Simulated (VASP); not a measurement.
## SnSe: single point with r2SCAN

Crystal: SnSe.

```
Sn Se
1.0
     4.96107    0.00000    0.00000
    -2.48053    4.29641    0.00000
     0.00000    0.00000    5.94941
Sn Se
2 2
Direct
  0.33333 0.66667 0.25000
  0.66667 0.33333 0.75000
  0.66667 0.33333 0.25000
  0.33333 0.66667 0.75000
```

This cell differs from its parent crystal: volume changed by -6%.

```json
{
 "Program": "VASP 6.6.1",
 "Task": "single point",
 "Functional": "r2SCAN",
 "Potentials or basis": "VASP PAW PBE potentials, release 64 (Sn_d, Se)",
 "Cutoff": "550 eV",
 "k mesh": "6 × 6 × 4",
 "Occupations": "gaussian, width 0.01 eV",
 "Spin": "no spin polarisation",
 "Dipole correction": "no",
 "Further INCAR settings": "ALGO = Normal; EDIFF = 1e-06; NBANDS = 28"
}
```

```json
{
 "Pressure": "2.8 GPa",
 "Band gap on the k mesh": "0.41 eV, direct"
}
```

Stress tensor (GPa, compression positive):
```
2.78 0.00 0.00
0.00 2.78 0.00
0.00 0.00 2.95
```

Levels at points of the mesh, in eV from the valence-band top:
```tsv
k point	band 17	band 18	band 19	band 20	band 21	band 22	band 23	band 24
(0.00, 0.00, 0.00)	-4.62	-3.21	-3.21	-3.11	0.66	0.66	2.41	2.41
(0.50, 0.00, 0.00)	-4.36	-3.61	-3.02	-1.21	2.09	2.85	3.43	3.46
(0.00, 0.00, 0.50)	-3.95	-3.95	-2.09	-2.09	1.12	1.12	1.12	1.12
(0.50, 0.00, 0.50)	-3.17	-3.17	-1.13	-1.13	0.59	0.59	2.54	2.54
```

Run time: 4.1 min on 1 thread of Intel(R) Xeon(R) Platinum 8259CL CPU @ 2.50GHz (Skylake/Cascade Lake), with other jobs on the host, peak memory 0.33 GiB.

Caveat: the PAW data sets were made with another functional, which shifts forces and pressure a little; spin-orbit coupling is left out, which moves the levels of the heavy elements. A k mesh can miss the band edges.
